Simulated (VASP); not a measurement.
# Pt (Fd-3m) in VASP: a series of runs, part 2 of 2

VASP 6.6.1. The steps go on from the part before.

## 3. Single point, PBEsol (22.14 Å³/atom)

This run uses another cell than the first one, of 22.14 Å³/atom.

The input, INCAR:

```
PREC = Accurate
ENCUT = 520
EDIFF = 1E-6
ISMEAR = -1
SIGMA = 0.1
LREAL = F
LASPH = T
NELM = 80
ALGO = Normal
ISIF = 2
LWAVE = F
LCHARG = F
GGA = PS
NBANDS = 17
```

The input, KPOINTS:

```
regular mesh
0
Gamma
  11 11 11
```

The input, POSCAR:

```
Pt
1.0
    0.0000000000      2.8080458368      2.8080458368
    2.8080458368      0.0000000000      2.8080458368
    2.8080458368      2.8080458368      0.0000000000
Pt
2
Direct
    0.1250000000      0.1250000000      0.1250000000
    0.8750000000      0.8750000000      0.8750000000
```

Potentials or basis: VASP PAW PBE potentials, release 64 (Pt).

Launch:

```sh
$ cat potpaw_PBE.64/Pt/POTCAR > POTCAR
$ mpirun -np 1 vasp_std > vasp.out
```

OUTCAR:

```text
PREC = Accurate
   ENCUT = 520
   EDIFF = 1E-6
   ISMEAR = -1
   LREAL = F
   LASPH = T
   NELM = 80
   ISIF = 2
   GGA = PS

 ion  position               nearest neighbor table
   1  0.125  0.125  0.125-   2 2.43   2 2.43   2 2.43   2 2.43
   2  0.875  0.875  0.875-   1 2.43   1 2.43   1 2.43   1 2.43

  LATTYP: Found a face centered cubic cell.
 ALAT       =     5.6160916736

  Lattice vectors:

 A1 = (   0.0000000000,   2.8080458368,   2.8080458368)
 A2 = (   2.8080458368,   0.0000000000,   2.8080458368)
 A3 = (   2.8080458368,   2.8080458368,   0.0000000000)

Analysis of symmetry for initial positions (statically):
=====================================================================
 Subroutine PRICEL returns:
 Original cell was already a primitive cell.

 Routine SETGRP: Setting up the symmetry group for a
 face centered cubic supercell.

 Subroutine GETGRP returns: Found 48 space group operations
[... 155 lines left out ...]
   NGX = 15   NGY = 15   NGZ = 15

 number of electron      19.9999996 magnetization

 Free energy of the ion-electron system (eV)
  ---------------------------------------------------
  ext. energy  EPLUGINS =         0.00000000
  ---------------------------------------------------
  free energy    TOTEN  =       -11.42074552 eV

  energy without entropy =      -11.28246035  energy(sigma->0) =      -11.35160293

 E-fermi :   5.9313     XC(G=0): -11.0725

 val. band max:        5.9278001026   @ k =  -0.3636   0.3636   0.0909
 cond. band min:       5.9335774007   @ k =   0.3636   0.0909   0.0000
 fundamental gap:      0.0057772980
 Fermi energy:         5.9312600914

 k-point     1 :       0.0000    0.0000    0.0000
  band No.  band energies     occupation
      1      -1.7522      2.00000
      2       0.9084      2.00000
      3       0.9084      2.00000
      4       1.1275      2.00000
      5       1.1275      2.00000
      6       1.1275      2.00000
[... 457 lines left out ...]
      4       0.9748      2.00000
      5       1.3590      2.00000
      6       2.0166      2.00000
[... 9 lines left out ...]
     16      18.4243      0.00000
     17      19.2776      0.00000

 [... further k-points ...]
[... 5 lines left out ...]
  --------------------------------------------------------------------------------------
  -------------------------------------------------------------------------------------
  Total        1.5228685      1.5228685      1.5228685     -0.0000000      0.0000000     -0.0000000
  in kB       55.0973129     55.0973129     55.0973129     -0.0000000      0.0000000     -0.0000000
  external PRESSURE =      55.0973129 kB  Pullay stress =       0.0000000 kB

 VOLUME and BASIS-vectors are now :
 -----------------------------------------------------------------------------
  energy-cutoff  :      520.00
  volume of cell :       44.28
      direct lattice vectors                 reciprocal lattice vectors
     0.000000000  2.808045837  2.808045837    -0.178059771  0.178059771  0.178059771
     2.808045837  0.000000000  2.808045837     0.178059771 -0.178059771  0.178059771
     2.808045837  2.808045837  0.000000000     0.178059771  0.178059771 -0.178059771

 POSITION                                       TOTAL-FORCE (eV/Angst)
 -----------------------------------------------------------------------------------
      0.70201      0.70201      0.70201        -0.000000      0.000000     -0.000000
      4.91408      4.91408      4.91408         0.000000     -0.000000      0.000000
 -----------------------------------------------------------------------------------
    total drift:                               -0.000000      0.000000      0.000000

  FREE ENERGIE OF THE ION-ELECTRON SYSTEM (eV)
  ---------------------------------------------------
  free  energy   TOTEN  =       -11.4207455157 eV

  energy  without entropy=      -11.2824603519  energy(sigma->0) =      -11.35160293
```

OSZICAR:

```text
N       E                     dE             d eps       ncg     rms          rms(c)
DAV:   1     0.937375310088E+02    0.93738E+02   -0.98661E+03  1904   0.108E+03
DAV:   2    -0.103399405255E+02   -0.10408E+03   -0.98357E+02  2075   0.221E+02
DAV:   3    -0.123166456515E+02   -0.19767E+01   -0.19509E+01  2355   0.304E+01
DAV:   4    -0.123312358794E+02   -0.14590E-01   -0.14588E-01  2226   0.270E+00
DAV:   5    -0.123314768928E+02   -0.24101E-03   -0.24101E-03  2364   0.362E-01    0.154E+01
DAV:   6    -0.114899355214E+02    0.84154E+00   -0.23349E+00  2225   0.109E+01    0.889E+00
DAV:   7    -0.114340074910E+02    0.55928E-01   -0.72726E-02  2306   0.189E+00    0.423E+00
DAV:   8    -0.114207402027E+02    0.13267E-01   -0.88289E-03  2022   0.572E-01    0.154E-01
DAV:   9    -0.114207366757E+02    0.35270E-05   -0.31697E-04  2206   0.123E-01    0.810E-02
DAV:  10    -0.114207460145E+02   -0.93388E-05   -0.24021E-05  2366   0.379E-02    0.988E-03
DAV:  11    -0.114207455157E+02    0.49886E-06   -0.30648E-07  1368   0.436E-03
   1 F= -.11420746E+02 E0= -.11351603E+02  d E =-.138285E+00
```

Run time: 54 s. Hardware: 1 thread of AMD EPYC 7R13, shared host; peak memory 0.16 GiB.

What came out:

- Free energy: -11.4207 eV
- Pressure: 5.5 GPa
- Band gap on the k mesh: zero (bands 10 and 11 overlap by 0.67 eV)

Levels at points of the mesh, in eV from the Fermi level:
```tsv
k point	band 6	band 7	band 8	band 9	band 10	band 11	band 12	band 13	band 14	band 15
(0.00, 0.00, 0.00)	-4.80	-2.10	-2.10	-2.10	-0.06	-0.06	10.69	10.78	12.15	12.15
```

Caveat: the cell stands under pressure; the PAW data sets were made with another functional, which shifts forces and pressure a little; spin-orbit coupling is left out, which moves the levels of the heavy elements.

## 4. Single point, PBEsol (23.06 Å³/atom)

This run uses another cell than the first one, of 23.06 Å³/atom.

The input, INCAR:

```
SYSTEM = Pt
PREC = Accurate
ENCUT = 520
EDIFF = 1E-6
ISMEAR = -1
SIGMA = 0.1
LREAL = .False.
LASPH = .True.
NELM = 100
ALGO = Normal
ISIF = 2
LWAVE = .False.
LCHARG = .False.
GGA = PS
NBANDS = 17
```

The input, KPOINTS:

```
regular mesh
0
Gamma
  11 11 11
  0 0 0
```

The input, POSCAR:

```
Pt
1.0
    0.0000000000      2.8465169987      2.8465169987
    2.8465169987      0.0000000000      2.8465169987
    2.8465169987      2.8465169987      0.0000000000
Pt
2
Direct
    0.1250000000      0.1250000000      0.1250000000
    0.8750000000      0.8750000000      0.8750000000
```

Launch:

```sh
$ cat potpaw_PBE.64/Pt/POTCAR > POTCAR
$ mpirun -np 1 vasp_std > vasp.out
```

Run time: 48 s. Hardware: 1 thread of AMD EPYC 7R13, shared host; peak memory 0.16 GiB.

Results (log left out):

* Free energy: -11.4492 eV
* Pressure: -0.5 GPa
* Band gap on the k mesh: zero (bands 10 and 11 overlap by 0.63 eV)

Levels at points of the mesh, in eV from the Fermi level:
```tsv
k point	band 7	band 8	band 9	band 10	band 11	band 12	band 13	band 14
(0.00, 0.00, 0.00)	-1.97	-1.97	-1.97	-0.07	-0.07	10.58	10.58	11.83
```

Caveat: the PAW data sets were made with another functional, which shifts forces and pressure a little; spin-orbit coupling is left out, which moves the levels of the heavy elements.

## 5. Single point, PBEsol (23.99 Å³/atom)

This run uses another cell than the first one, of 23.99 Å³/atom.

The input, INCAR:

```
ALGO = Normal ; EDIFF = 1E-7
ENCUT = 520 ; GGA = PS
ISIF = 2 ; ISMEAR = -1
LASPH = True ; LCHARG = False
LREAL = False ; LWAVE = False
NBANDS = 17 ; NELM = 100
PREC = Accurate ; SIGMA = 0.1
```

The input, KPOINTS:

```
k-points
0
Gamma
  11 11 11
```

The input, POSCAR:

```
Pt
1.0
    0.0000000000      2.8839754654      2.8839754654
    2.8839754654      0.0000000000      2.8839754654
    2.8839754654      2.8839754654      0.0000000000
Pt
2
Direct
    0.1250000000      0.1250000000      0.1250000000
    0.8750000000      0.8750000000      0.8750000000
```

Potentials or basis: VASP PAW PBE potentials, release 64 (Pt).

Launch:

```sh
$ cat potpaw_PBE.64/Pt/POTCAR > POTCAR
$ mpirun -np 1 vasp_std > vasp.out
```

OUTCAR:

```text
EDIFF = 1E-7
   ENCUT = 520
   GGA = PS
   ISIF = 2
   ISMEAR = -1
   LASPH = True
   LREAL = False
   NELM = 100
   PREC = Accurate

 ion  position               nearest neighbor table
   1  0.125  0.125  0.125-   2 2.50   2 2.50   2 2.50   2 2.50
   2  0.875  0.875  0.875-   1 2.50   1 2.50   1 2.50   1 2.50

  LATTYP: Found a face centered cubic cell.
 ALAT       =     5.7679509308

  Lattice vectors:

 A1 = (   0.0000000000,   2.8839754654,   2.8839754654)
[... 190 lines left out ...]
      4       0.5789      2.00000
      5       0.5789      2.00000
      6       0.5789      2.00000
[... 457 lines left out ...]
      4       0.4647      2.00000
      5       0.8194      2.00000
      6       1.3907      2.00000
[... 9 lines left out ...]
     16      17.0891      0.00000
     17      17.4397      0.00000

 [... further k-points ...]
[... 5 lines left out ...]
  --------------------------------------------------------------------------------------
  -------------------------------------------------------------------------------------
  Total       -1.5311108     -1.5311108     -1.5311108      0.0000000      0.0000000      0.0000000
  in kB      -51.1343242    -51.1343242    -51.1343242      0.0000000      0.0000000      0.0000000
  external PRESSURE =     -51.1343242 kB  Pullay stress =       0.0000000 kB

 VOLUME and BASIS-vectors are now :
 -----------------------------------------------------------------------------
  energy-cutoff  :      520.00
  volume of cell :       47.97
      direct lattice vectors                 reciprocal lattice vectors
     0.000000000  2.883975465  2.883975465    -0.173371794  0.173371794  0.173371794
     2.883975465  0.000000000  2.883975465     0.173371794 -0.173371794  0.173371794
     2.883975465  2.883975465  0.000000000     0.173371794  0.173371794 -0.173371794

 POSITION                                       TOTAL-FORCE (eV/Angst)
 -----------------------------------------------------------------------------------
      0.72099      0.72099      0.72099        -0.000000     -0.000000     -0.000000
      5.04696      5.04696      5.04696         0.000000      0.000000      0.000000
 -----------------------------------------------------------------------------------
    total drift:                               -0.000000      0.000000      0.000000

  FREE ENERGIE OF THE ION-ELECTRON SYSTEM (eV)
  ---------------------------------------------------
  free  energy   TOTEN  =       -11.4167218648 eV

  energy  without entropy=      -11.2620150505  energy(sigma->0) =      -11.33936846
```

Run time: 63 s. Hardware: 1 thread of AMD EPYC 7R13, shared host; peak memory 0.16 GiB.

What came out:

```yaml
Free_energy: -11.4167 eV
Pressure: -5.1 GPa
Band_gap_on_the_k_mesh: zero (bands 10 and 11 overlap by 0.60 eV)
```

Caveat: the cell stands under tension; the PAW data sets were made with another functional, which shifts forces and pressure a little; spin-orbit coupling is left out, which moves the levels of the heavy elements.

## 6. Single point, PBEsol (24.91 Å³/atom)

This run uses another cell than the first one, of 24.91 Å³/atom.

The input, INCAR:

```
ALGO = Normal
EDIFF = 1E-7
ENCUT = 520
GGA = PS
ISIF = 2
ISMEAR = -1
LASPH = T
LCHARG = T
LELF = T
LREAL = F
LVHAR = T
LWAVE = F
NBANDS = 17
NELM = 60
PREC = Accurate
SIGMA = 0.1
```

KPOINTS is that of step 5.

The input, POSCAR:

```
Pt
1.0
    0.0000000000      2.9204853598      2.9204853598
    2.9204853598      0.0000000000      2.9204853598
    2.9204853598      2.9204853598      0.0000000000
Pt
2
Direct
    0.1250000000      0.1250000000      0.1250000000
    0.8750000000      0.8750000000      0.8750000000
```

Potentials or basis: VASP PAW PBE potentials, release 64 (Pt).

Launch:

```sh
$ cat potpaw_PBE.64/Pt/POTCAR > POTCAR
$ mpirun -np 1 vasp_std > vasp.out
```

It took 68 s on 1 thread of AMD EPYC 7R13, shared host; peak memory 0.17 GiB.

The run converged. Its results:

```
Free energy            : -11.3372 eV
Pressure               : -8.7 GPa
Band gap on the k mesh : zero (bands 10 and 11 overlap by 0.56 eV)
```

Levels at points of the mesh, in eV from the Fermi level:
| k point | band 8 | band 9 | band 10 | band 11 | band 12 | band 13 |
| --- | --- | --- | --- | --- | --- | --- |
| (0.00, 0.00, 0.00) | -1.74 | -1.74 | -0.09 | -0.09 | 10.14 | 10.35 |

Caveat: the cell stands under tension; the PAW data sets were made with another functional, which shifts forces and pressure a little; spin-orbit coupling is left out, which moves the levels of the heavy elements.

## 7. The runs side by side

```csv
cell,gap on the mesh (eV),pressure (GPa)
"a = 3.915 Å, angles 60.0°, 2 atoms",none,13.2
"a = 3.971 Å, angles 60.0°, 2 atoms",none,5.5
"a = 4.026 Å, angles 60.0°, 2 atoms",none,-0.5
"a = 4.079 Å, angles 60.0°, 2 atoms",none,-5.1
"a = 4.130 Å, angles 60.0°, 2 atoms",none,-8.7
```

Alike in all rows: task single point; level PBEsol; potentials or basis VASP PAW PBE potentials, release 64 (Pt); no spin polarisation; k mesh 11 × 11 × 11; cutoff (eV) 520; smearing fermi-dirac 0.1 eV.

Caveats: the PAW data sets were made with another functional, which shifts forces and pressure a little; spin-orbit coupling is left out, which moves the levels of the heavy elements; the cell stands under pressure (at least some runs); the cell stands under tension (at least some runs).

Absolute energies hang on the potentials; compare differences alone.
